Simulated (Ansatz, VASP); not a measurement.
BeSi: VASP beside Ansatz

INCAR

```
PREC     = Accurate       # precision mode
ENCUT    = 600            # plane-wave cutoff, eV
EDIFF    = 1E-7           # SCF threshold, eV
ISMEAR   = 0              # smearing method
SIGMA    = 0.1            # smearing width, eV
LREAL    = False          # projectors in reciprocal space
LASPH    = True           # aspherical terms in the spheres
NELM     = 60             # most SCF steps
ALGO     = Normal         # electronic algorithm
ISIF     = 3              # what is computed and relaxed
LWAVE    = False          # write WAVECAR
LCHARG   = False          # write CHGCAR
GGA      = PE             # functional
IBRION   = 2              # ionic algorithm
NSW      = 90             # ionic steps
EDIFFG   = -0.04          # ionic threshold
```

KPOINTS

```
regular mesh
0
Gamma
  6 6 6
```

Contents of POSCAR:

```
BeSi
1.0
    1.2547670030      0.7244400669      3.9966652687
   -1.2547670030      0.7244400669      3.9966652687
    0.0000000000     -1.4488801339      3.9966652687
Be Si
1 1
Direct
    0.0000000000      0.0000000000      0.0000000000
    0.5000000000      0.5000000000      0.5000000000
```

Input for Ansatz:

```yaml
crystal:
  lattice:
    - [1.254767003, 0.7244400669, 3.9966652687]
    - [-1.254767003, 0.7244400669, 3.9966652687]
    - [0.0, -1.4488801339, 3.9966652687]
  atoms:
    - { symbol: Be, position: [0.0, 0.0, 0.0] }
    - { symbol: Si, position: [0.5, 0.5, 0.5] }
basis:
  ecutwfc: 420
kpoints:
  mp_grid: { grid: [6, 6, 6] }
hamiltonian:
  xc: pbe
scf:
  occupations: { method: gaussian, width: 0.1 }
  lower_state_search: "off"
output:
  forces: true
  stress: true
  eigenvalues: true
relax:
  adjacent_minimum: "off"
  f_tol: 0.04
  max_steps: 70
  cell: { stress_tol: 0.4 }
```

Alike in both runs: task relaxation of cell and atoms; functional PBE; k mesh 6 × 6 × 6; occupations gaussian, width 0.1 eV; no spin polarisation.

|  | VASP | Ansatz |
| --- | --- | --- |
| version | VASP 6.6.1 | Ansatz 0.2.0 |
| potentials or method | VASP PAW PBE potentials, release 64 (Be, Si), cutoff 600 eV | scalar-relativistic, plane waves, PAW |
| valence electrons in the cell | 6 | 6 |

|  | VASP | Ansatz | Ansatz less VASP |
| --- | --- | --- | --- |
| gap on the k mesh at the Fermi level, each at its own relaxed structure (eV) | none | none | - |
| relaxed volume (Å³/atom) | 11.50 | 11.54 | +0.037 |
| relaxed cell length with the largest relative difference (Å) | 4.508 | 4.521 | +0.0126 |

A gap of «none» marks a metal or a gap that the smearing closes.

The k mesh is coarse, so the values compare programs but aren't converged.
